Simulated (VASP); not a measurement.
A run of VASP 6.6.1:

File INCAR:

```
  PREC = Accurate
  ENCUT = 520
  EDIFF = 1E-6
  ISMEAR = 0
  SIGMA = 0.02
  LREAL = Auto
  LASPH = T
  NELM = 150
  ALGO = Normal
  ISIF = 2
  LWAVE = F
  LCHARG = F
  ISPIN = 2
  MAGMOM = 0 0 0 0 0 0 0 0 0 0 0 0 0 1 0
  LORBIT = 11
  GGA = PE
  NBANDS = 46
  NELECT = 61.0
```

File KPOINTS:

```
Automatic mesh
0
Gamma
  2 2 2
```

File POSCAR:

```
Al8N7
1.0
   -3.0810000000     -5.3364490000      0.0000000000
    4.6215000000     -2.6682240000      0.0000000000
    0.0000000000      0.0000000000      5.0310000000
Al N
8 7
Direct
    0.4999999246      0.3282461576      0.0078388804
    0.5000000174      0.6720022707      0.5089168427
    0.2273561373      0.8111595350     -0.0036216894
    0.2487861605      0.1663319080      0.5090506780
    0.0000003204      0.3774423516     -0.0037356752
   -0.0000004463      0.6691737741      0.4837303090
    0.7726439925      0.8111602784     -0.0036225715
    0.7512138146      0.1663319756      0.5090505854
    0.4999999453      0.3376362769      0.3858089952
    0.5000001860      0.6584234421      0.8822746721
    0.2629913393      0.8441512226      0.3749838114
    0.2462307315      0.1642570355      0.8846549794
    0.0000000098      0.3186076629      0.3790324378
   -0.2629916137      0.8441514322      1.3749828477
    0.7537694407      0.1642579668      0.8846548971
```

Potentials or basis: VASP PAW PBE potentials, release 64 (Al, N).

Run with:

```console
$ cat potpaw_PBE.64/Al/POTCAR potpaw_PBE.64/N/POTCAR > POTCAR
$ mpirun -np 1 vasp_std > vasp.out
```

Hardware: 1 thread of AMD EPYC 7R13 Processor (Zen 3) (shared host).

Problem. Estimate the wall time of this run.

Solution. Wall time 4 min on 1 thread of AMD EPYC 7R13 Processor (Zen 3), with other jobs on the host, peak memory 0.31 GiB. Counts: scf iterations 16, k points 8.
